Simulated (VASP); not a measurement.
Here is a VASP 6.6.1 calculation.

Contents of INCAR:

```
SYSTEM = TbHgB4
ALGO     = Normal         ! electronic algorithm
EDIFF    = 1E-6           ! SCF threshold, eV
ENCUT    = 500            ! plane-wave cutoff, eV
GGA      = PE             ! functional
GGA_COMPAT= .FALSE.      
ISIF     = 2              ! what is computed and relaxed
ISMEAR   = 0              ! smearing method
LASPH    = .TRUE.         ! aspherical terms in the spheres
LCHARG   = .FALSE.        ! write CHGCAR
LMAXMIX  = 6              ! l up to which the mixer works
LREAL    = .FALSE.        ! projectors in reciprocal space
LWAVE    = .FALSE.        ! write WAVECAR
NBANDS   = 26             ! bands
NELM     = 200            ! most SCF steps
PREC     = Accurate       ! precision mode
SIGMA    = 0.2            ! smearing width, eV
```

File KPOINTS:

```
k-points
0
G
  4 4 3
  0 0 0
```

POSCAR

```
TbHgB4
1.0
    2.2445129669     -2.4463702645      0.0000000000
    2.2445129669      2.4463702645      0.0000000000
    0.0000000000      0.0000000000      7.5264179205
Tb B Hg
1 4 1
Direct
    0.5000000000      0.5000000000      0.4427212382
    0.6757887329      0.6757887329      0.0906543305
    0.3242112671      0.3242112671      0.0906543305
    0.8234373440      0.1765626560      0.1568543063
    0.1765626560      0.8234373440      0.1568543063
    0.0000000000      0.0000000000      0.7312163082
```

Potentials or basis: VASP PAW PBE potentials, release 64 (Tb_3, B, Hg), 4f in core.

Run with:

```sh
$ cat potpaw_PBE.64/Tb_3/POTCAR potpaw_PBE.64/B/POTCAR potpaw_PBE.64/Hg/POTCAR > POTCAR
$ mpirun -np 1 vasp_std > vasp.out
```

Question: Estimate the largest force.

Answer: 0.054 eV/Å.

Question: Predict the pressure.

Answer: 0.4 GPa.

Question: What does it give for the band gap on the k mesh?

Answer: Zero (an odd number of electrons rules out a gap without spin polarisation).

Stress tensor (GPa, compression positive):
```
0.01 0.00 0.00
0.00 0.44 0.00
0.00 0.00 0.67
```

Caveat: the k points lie up to 0.47 Å⁻¹ apart, too coarse for converged energies and pressures of a metal; spin-orbit coupling is left out, which moves the levels of the heavy elements; the 4f electrons are frozen in the core, so they carry no moment and show no levels. Spin polarisation is off, so any magnetic state and its effect on volume and gap are missing.
